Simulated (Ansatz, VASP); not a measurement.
**Cs2Au in VASP and in Ansatz**

```xyz
3
Lattice="6.3817 0.0000 0.0000 -3.1909 5.5267 0.0000 0.0000 0.0000 4.2845" Properties=species:S:1:pos:R:3 pbc="T T T"
Cs    0.0000    3.6845    2.1422
Cs    3.1909    1.8422    2.1422
Au    0.0000    0.0000    0.0000
```

Change from the starting cell: species swapped into the HfB2 type (P6/mmm, No. 191).

Alike in both runs: functional PBE; k mesh 12 × 12 × 12; occupations gaussian, width 0.1 eV; no spin polarisation.

Ansatz relaxed the structure, and its values are those at the end. VASP's run is a single point on that final structure, the one shown.

```csv
,VASP,Ansatz
version,VASP 6.6.1,Ansatz 0.2.0
potentials or method,"VASP PAW PBE potentials, release 64 (Cs_sv, Au), cutoff 520 eV","scalar-relativistic, plane waves, PAW"
valence electrons in the cell,29,37
```

|  | VASP | Ansatz | Ansatz less VASP |
| --- | --- | --- | --- |
| gap on the k mesh at the Fermi level (eV) | none | none | - |
| pressure (GPa) | 0.0 | 0.0 | 0.00 |

A gap of «none» marks a metal or a gap that the smearing closes. With one functional, cell and mesh, what is left measures potentials, basis and numerics. VASP's potentials hold 29 valence electrons a cell and Ansatz's 37, so a difference there can come from the potentials and not from the codes.

Spin-orbit coupling is off throughout.
